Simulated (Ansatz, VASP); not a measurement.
## Two plane-wave programs on GaP

File INCAR:

```
SYSTEM = GaP
PREC = Accurate
ENCUT = 500
EDIFF = 1E-6
ISMEAR = 0
SIGMA = 0.1
LREAL = .False.
LASPH = .True.
NELM = 120
ALGO = Normal
ISIF = 2
LWAVE = .False.
LCHARG = .False.
GGA = PE
IVDW = 13
NBANDS = 16
GGA_COMPAT = .False.
```

File KPOINTS:

```
Automatic mesh
0
Gamma
  6 6 6
  0 0 0
```

Contents of POSCAR:

```
GaP
1.0
    0.0000000000      2.7200000000      2.7200000000
    2.7200000000      0.0000000000      2.7200000000
    2.7200000000      2.7200000000      0.0000000000
Ga P
1 1
Direct
    0.0000000000      0.0000000000      0.0000000000
    0.2500000000      0.2500000000      0.2500000000
```

Input for Ansatz:

```yaml
crystal:
  lattice:
    - [0.0, 2.72, 2.72]
    - [2.72, 0.0, 2.72]
    - [2.72, 2.72, 0.0]
  atoms:
    - { symbol: Ga, position: [0.0, 0.0, 0.0] }
    - { symbol: P, position: [0.25, 0.25, 0.25] }
basis:
  ecutwfc: 550.0
kpoints:
  mp_grid: { grid: [6, 6, 6] }
hamiltonian:
  xc: pbe
  dispersion: d4
  pseudopotentials: { kind: paw, azcp: { folder: soft_1 } }
scf:
  occupations: { method: gaussian, width: 0.1 }
output:
  forces: true
  stress: true
  eigenvalues: true
```

Alike in both runs: task single point; functional PBE; dispersion D4; k mesh 6 × 6 × 6; occupations gaussian, width 0.1 eV; no spin polarisation.

|  | VASP | Ansatz |
| --- | --- | --- |
| version | VASP 6.6.1 | Ansatz 0.2.0 |
| potentials or method | VASP PAW PBE potentials, release 64 (Ga_d, P), cutoff 500 eV | scalar-relativistic, plane waves, PAW |
| valence electrons in the cell | 18 | 18 |

Ansatz gave:

```
gap on the k mesh at the Fermi level (eV) : 1.64
least direct gap on the mesh (eV)         : 1.88
pressure (GPa)                            : -0.3
```

Which values does VASP return?

gap on the k mesh at the Fermi level (eV): 1.64; least direct gap on the mesh (eV): 1.87; pressure (GPa): -0.4.
